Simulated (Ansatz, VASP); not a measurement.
## Two plane-wave programs on GaP

The input INCAR:

```
SYSTEM = GaP
PREC = Accurate
ENCUT = 500
EDIFF = 1E-6
ISMEAR = 0
SIGMA = 0.1
LREAL = .False.
LASPH = .True.
NELM = 120
ALGO = Normal
ISIF = 2
LWAVE = .False.
LCHARG = .False.
GGA = PE
IVDW = 12
NBANDS = 16
GGA_COMPAT = .False.
```

The input KPOINTS:

```
regular mesh
0
Gamma
  6 6 6
  0 0 0
```

Contents of POSCAR:

```
GaP
1.0
    0.0000000000      2.7258124400      2.7258124400
    2.7258124400      0.0000000000      2.7258124400
    2.7258124400      2.7258124400      0.0000000000
Ga P
1 1
Direct
    0.0000000000      0.0000000000      0.0000000000
    0.2500000000      0.2500000000      0.2500000000
```

Input for Ansatz:

```yaml
crystal:
  lattice:
    - [0.0, 2.72581244, 2.72581244]
    - [2.72581244, 0.0, 2.72581244]
    - [2.72581244, 2.72581244, 0.0]
  atoms:
    - { symbol: Ga, position: [0.0, 0.0, 0.0] }
    - { symbol: P, position: [0.25, 0.25, 0.25] }
basis:
  ecutwfc: 420
kpoints:
  mp_grid: { grid: [6, 6, 6] }
hamiltonian:
  xc: pbe
  dispersion: d3bj
scf:
  occupations: { method: gaussian, width: 0.1 }
  lower_state_search: "off"
output:
  forces: true
  stress: true
  eigenvalues: true
```

Alike in both runs: task single point; functional PBE; dispersion D3(BJ); k mesh 6 × 6 × 6; occupations gaussian, width 0.1 eV; no spin polarisation.

|  | VASP | Ansatz |
| --- | --- | --- |
| version | VASP 6.6.1 | Ansatz 0.2.0 |
| potentials or method | VASP PAW PBE potentials, release 64 (Ga_d, P), cutoff 500 eV | scalar-relativistic, plane waves, PAW |
| valence electrons in the cell | 18 | 18 |

VASP gave:

- gap on the k mesh at the Fermi level (eV): 1.65
- least direct gap on the mesh (eV): 1.82
- pressure (GPa): -0.3

Problem. What did Ansatz give for the same quantities?

Solution. gap on the k mesh at the Fermi level (eV): 1.65; least direct gap on the mesh (eV): 1.82; pressure (GPa): -0.2.
